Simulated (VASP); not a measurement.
A run of VASP 6.6.1:

The input INCAR:

```
SYSTEM = BN
  ALGO = Normal
  EDIFF = 1E-6
  ENCUT = 520
  GGA = PE
  ISIF = 2
  ISMEAR = 0
  LASPH = .True.
  LCHARG = .True.
  LELF = .True.
  LREAL = .False.
  LVHAR = .True.
  LWAVE = .False.
  NBANDS = 26
  NELM = 100
  PREC = Accurate
  SIGMA = 0.1
```

KPOINTS

```
k-points
0
Gamma
  6 6 4
  0 0 0
```

POSCAR

```
BN
1.0
    2.7041046900      0.0000000000      0.0000000000
    0.0000000000      2.7041046900      0.0000000000
    0.0000000000      0.0000000000      5.3933582700
B N
4 4
Direct
    0.1113820100      0.5000000000      0.2500000000
    0.5000000000      0.8886179900      0.5000000000
    0.5000000000      0.1113820100      0.0000000000
    0.8886179900      0.5000000000      0.7500000000
    0.0000000000      0.6113820100      0.5000000000
    0.3886179900      0.0000000000      0.2500000000
    0.6113820100      0.0000000000      0.7500000000
    0.0000000000      0.3886179900      0.0000000000
```

Potentials or basis: VASP PAW PBE potentials, release 64 (B, N).

Run with:

```bash
$ cat potpaw_PBE.64/B/POTCAR potpaw_PBE.64/N/POTCAR > POTCAR
$ mpirun -np 1 vasp_std > vasp.out
```

Hardware: 1 thread of Intel(R) Xeon(R) Platinum 8488C (Sapphire Rapids), with other jobs on the host.

Q: Estimate the wall time of this run.

A: Run time: 24 s on 1 thread of Intel(R) Xeon(R) Platinum 8488C (Sapphire Rapids), with other jobs on the host, peak memory 0.15 GiB. Counts: scf iterations 13, k points 30.
